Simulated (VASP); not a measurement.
# HfN (rock salt type) (Fm-3m) in VASP: notebook, part 2 of 2

VASP 6.6.1.

**3. Single point, HSE06**

This run uses another cell than the first one, of 11.04 Å³/atom, 1.033 times its volume.

Input file POSCAR:

```
HfN
1.0
    0.0000000000      2.2266027517      2.2266027517
    2.2266027517      0.0000000000      2.2266027517
    2.2266027517      2.2266027517      0.0000000000
Hf N
1 1
Direct
    0.0000000000      0.0000000000      0.0000000000
    0.5000000000      0.5000000000      0.5000000000
```

Input file INCAR.step1:

```
PREC = Accurate
ENCUT = 520
EDIFF = 1E-5
ISMEAR = -1
SIGMA = 0.1
LREAL = F
LASPH = T
NELM = 80
ALGO = Normal
ISIF = 2
LWAVE = T
LCHARG = F
GGA = PE
NBANDS = 14
```

Input file INCAR.step2:

```
PREC = Accurate
ENCUT = 520
EDIFF = 1E-6
ISMEAR = -1
SIGMA = 0.1
LREAL = F
LASPH = T
NELM = 80
ALGO = Normal
ISIF = 2
LWAVE = F
LCHARG = F
GGA = PE
LHFCALC = T
HFSCREEN = 0.2079
PRECFOCK = Normal
ISTART = 1
NBANDS = 14
```

Input file KPOINTS:

```
Automatic mesh
0
Gamma
  4 4 4
```

Potentials or basis: VASP PAW PBE potentials, release 64 (Hf_pv, N).

Started as:

```console
$ cat potpaw_PBE.64/Hf_pv/POTCAR potpaw_PBE.64/N/POTCAR > POTCAR
$ cp INCAR.step1 INCAR
$ mpirun -np 1 vasp_std > vasp.out
$ cp INCAR.step2 INCAR
$ mpirun -np 1 vasp_std > vasp.out
```

OUTCAR:

```text
PREC = Accurate
   ENCUT = 520
   EDIFF = 1E-6
   ISMEAR = -1
   LREAL = F
   LASPH = T
   NELM = 80
   ISIF = 2
   GGA = PE
   LHFCALC = T
   HFSCREEN = 0.2079
   PRECFOCK = Normal
   ISTART = 1

 ion  position               nearest neighbor table
   1  0.000  0.000  0.000-   2 2.23   2 2.23   2 2.23   2 2.23   2 2.23   2 2.23
   2  0.500  0.500  0.500-   1 2.23   1 2.23   1 2.23   1 2.23   1 2.23   1 2.23

  LATTYP: Found a face centered cubic cell.
 ALAT       =     4.4532055034

  Lattice vectors:

 A1 = (   0.0000000000,   2.2266027517,   2.2266027517)
 A2 = (   2.2266027517,   0.0000000000,   2.2266027517)
 A3 = (   2.2266027517,   2.2266027517,   0.0000000000)

Analysis of symmetry for initial positions (statically):
=====================================================================
 Subroutine PRICEL returns:
 Original cell was already a primitive cell.

 Routine SETGRP: Setting up the symmetry group for a
 face centered cubic supercell.

 Subroutine GETGRP returns: Found 48 space group operations
 (whereof 48 operations were pure point group operations)
 out of a pool of 48 trial point group operations.

The static configuration has the point symmetry O_h .

Analysis of symmetry for dynamics (positions and initial velocities):
=====================================================================
 Subroutine PRICEL returns:
 Original cell was already a primitive cell.

 Routine SETGRP: Setting up the symmetry group for a
 face centered cubic supercell.

 Subroutine GETGRP returns: Found 48 space group operations
 (whereof 48 operations were pure point group operations)
 out of a pool of 48 trial point group operations.

The dynamic configuration has the point symmetry O_h .

 Subroutine INISYM returns: Found 48 space group operations
 (whereof 48 operations are pure point group operations),
 and found     1 'primitive' translations

----------------------------------------------------------------------------------------

                                     Primitive cell

  volume of cell :      22.0779

  direct lattice vectors                    reciprocal lattice vectors
     0.000000000  2.226602752  2.226602752    -0.224557344  0.224557344  0.224557344
     2.226602752  0.000000000  2.226602752     0.224557344 -0.224557344  0.224557344
     2.226602752  2.226602752  0.000000000     0.224557344  0.224557344 -0.224557344

  length of vectors
     3.148891809  3.148891809  3.148891809     0.388944729  0.388944729  0.388944729

  position of ions in fractional coordinates (direct lattice)
     0.000000000  0.000000000  0.000000000
     0.500000000  0.500000000  0.500000000

  ion indices of the primitive-cell ions
   primitive index   ion index
                 1           1
                 2           2

----------------------------------------------------------------------------------------

 KPOINTS: Automatic mesh

Automatic generation of k-mesh.
 Grid dimensions read from file:
 generate k-points for:    4    4    4
[... 31 lines left out ...]
   total plane-waves  NPLWV =  13824
   dimension x,y,z NGX =    24 NGY =   24 NGZ =   24
   dimension x,y,z NGXF=    48 NGYF=   48 NGZF=   48
   ions per type =               1   1
   NGX,Y,Z   is equivalent  to a cutoff of  12.67, 12.67, 12.67 a.u.
   NGXF,Y,Z  is equivalent  to a cutoff of  25.34, 25.34, 25.34 a.u.
 SYSTEM =  unknown system
   PREC   = accura    normal or accurate (medium, high low for compatibility)
   ISTART =      1    job   : 0-new  1-cont  2-samecut
   ICHARG =      0    charge: 1-file 2-atom 10-const
   ISPIN  =      1    spin polarized calculation?
   LNONCOLLINEAR =      F non collinear calculations
   LSORBIT =      F    spin-orbit coupling
   LASPH  =      T    aspherical Exc in radial PAW
   ENCUT  =  520.0 eV  38.22 Ry    6.18 a.u.   5.85  5.85  5.85*2*pi/ulx,y,z
   NELM   =     80;   NELMIN=  2; NELMDL=  0     # of ELM steps
   EDIFF  = 0.1E-05   stopping-criterion for ELM
   LREAL  =      F    real-space projection
   EDIFFG = 0.1E-04   stopping-criterion for IOM
   NSW    =      0    number of steps for IOM
   IBRION =     -1    ionic relax: 0-MD 1-quasi-New 2-CG
   NFREE  =      0    steps in history (QN), initial steepest desc. (CG)
   ISIF   =      2    stress and relaxation
   ISYM   =      3    0-nonsym 1-usesym 2-fastsym
   POTIM  = 0.5000    time-step for ionic-motion
   TEBEG  =    0.0;   TEEND  =   0.0 temperature during run
   PSTRESS=    0.0 pullay stress
   NELECT =      15.0000    total number of electrons
   NUPDOWN=      -1.0000    fix difference up-down
   EMIN   =  10.00;   EMAX   =-10.00  energy-range for DOS
   EFERMI =   0.00;   METHOD = LEGACY
   ISMEAR =    -1;   SIGMA  =   0.10  broadening in eV -4-tet -1-fermi 0-gaus
   EFERMI_NEDOS =   21; number of points for ismear=-14 and -15
   IALGO  =     38    algorithm
   IMIX   =      1    mixing-type and parameters
     AMIX     =   0.40;   BMIX     =  1.00
     AMIX_MAG =   1.60;   BMIX_MAG =  1.00
  volume/ion in A,a.u.               =      11.04        74.49
  Fermi-wavevector in a.u.,A,eV,Ry     =   1.439193  2.719681 28.181446  2.071278
  Thomas-Fermi vector in A             =   2.558076
   LORBIT       =      0    0 simple, 1 ext, 2 COOP (PROOUT), +10 PAW based schemes
   GGA     = PE    functional components
   LHFCALC =     T    Hartree Fock is set to
   PRECFOCK=normal    Normal, Fast or Accurate (Low or Medium for compatibility)
   ENCUT4O =  -1.0   cutoff for four orbital integrals eV
   NKREDX  =     1    reduce k-point grid by
   NKREDY  =     1    reduce k-point grid by
   NKREDZ  =     1    reduce k-point grid by
   AEXX    =    0.2500 exact exchange contribution
   HFSCREEN=    0.2079 screening length (either q_TF or 0.3 A-1)
   HFSCREENC=   0.2079 screening length for correlation (either q_TF or 0.3 A-1)
   ENCUTFOCK=  -1.0 apply spherical cutoff to Coloumb kernel
   IVDW    =     0    specifies the selected vdW correction
   LEPSILON=     F    determine dielectric tensor
   LRPA    =     F    only Hartree local field effects (RPA)
 non-spin polarized calculation
  energy-cutoff  :      520.00
  volume of cell :       22.08
 maximum number of plane-waves:       609
  NGX = 18; NGY = 18; NGZ = 18

 number of electron      15.0000001 magnetization

 Free energy of the ion-electron system (eV)
  ---------------------------------------------------
  ext. energy  EPLUGINS =         0.00000000
  ---------------------------------------------------
  free energy    TOTEN  =       -25.28178568 eV

  energy without entropy =      -25.26607647  energy(sigma->0) =      -25.27393107

 E-fermi :   8.3610     XC(G=0): -10.5940

 val. band max:        8.0592269199   @ k =   0.5000   0.2500   0.0000
 cond. band min:       8.6792106184   @ k =   0.0000   0.0000   0.0000
 fundamental gap:      0.6199836985
 Fermi energy:         8.3609660839

 k-point     1 :       0.0000    0.0000    0.0000
  band No.  band energies     occupation
      1     -24.6462      2.00000
      2     -24.6462      2.00000
      3     -24.6462      2.00000
      4     -11.3071      2.00000
      5       4.9560      2.00000
      6       4.9560      2.00000
      7       4.9560      2.00000
      8       8.6792      0.07966
      9       8.6792      0.07966
     10       8.6792      0.07966
     11      11.2964      0.00000
     12      11.2964      0.00000
     13      11.6115      0.00000
     14      19.0326      0.00000
[... 105 lines left out ...]
      1     -25.3721      2.00000
      2     -25.3721      2.00000
      3     -25.0972      2.00000
      4      -9.3649      2.00000
      5       1.3463      2.00000
      6       2.1997      2.00000
      7       2.1997      2.00000
      8      10.1961      0.00000
      9      10.1961      0.00000
     10      15.4294      0.00000
     11      15.5313      0.00000
     12      16.0901      0.00000
     13      21.1024      0.00000
     14      22.3881      0.00000

------------------------ aborting loop because EDIFF is reached ----------------------------------------

  FORCE on cell =-STRESS in cart. coord.  units (eV):
  Direction    XX          YY          ZZ          XY          YZ          ZX
  --------------------------------------------------------------------------------------
  -------------------------------------------------------------------------------------
  Total        1.3090978      1.3090978      1.3090978     -0.0000000      0.0000000      0.0000000
  in kB       95.0001888     95.0001888     95.0001888     -0.0000000      0.0000000      0.0000000
  external PRESSURE =      95.0001888 kB  Pullay stress =       0.0000000 kB

 VOLUME and BASIS-vectors are now :
 -----------------------------------------------------------------------------
  energy-cutoff  :      520.00
  volume of cell :       22.08
      direct lattice vectors                 reciprocal lattice vectors
     0.000000000  2.226602752  2.226602752    -0.224557344  0.224557344  0.224557344
     2.226602752  0.000000000  2.226602752     0.224557344 -0.224557344  0.224557344
     2.226602752  2.226602752  0.000000000     0.224557344  0.224557344 -0.224557344

 POSITION                                       TOTAL-FORCE (eV/Angst)
 -----------------------------------------------------------------------------------
      0.00000      0.00000      0.00000        -0.000000     -0.000000      0.000000
      2.22660      2.22660      2.22660         0.000000      0.000000     -0.000000
 -----------------------------------------------------------------------------------
    total drift:                                0.000000      0.000000      0.000000

  FREE ENERGIE OF THE ION-ELECTRON SYSTEM (eV)
  ---------------------------------------------------
  free  energy   TOTEN  =       -25.2817856760 eV

  energy  without entropy=      -25.2660764697  energy(sigma->0) =      -25.27393107
```

Run time: 3.7 min. Hardware: 1 thread of AMD EPYC 9R45 (Zen 5), shared host; peak memory 0.22 GiB.

What came out:

| Property | Result |
| --- | --- |
| Free energy | -25.2818 eV |
| Pressure | 9.5 GPa |

Caveat: the k points lie up to 0.61 Å⁻¹ apart; the PAW data sets were made with another functional, which shifts forces and pressure a little; spin-orbit coupling is left out, which moves the levels of the heavy elements.
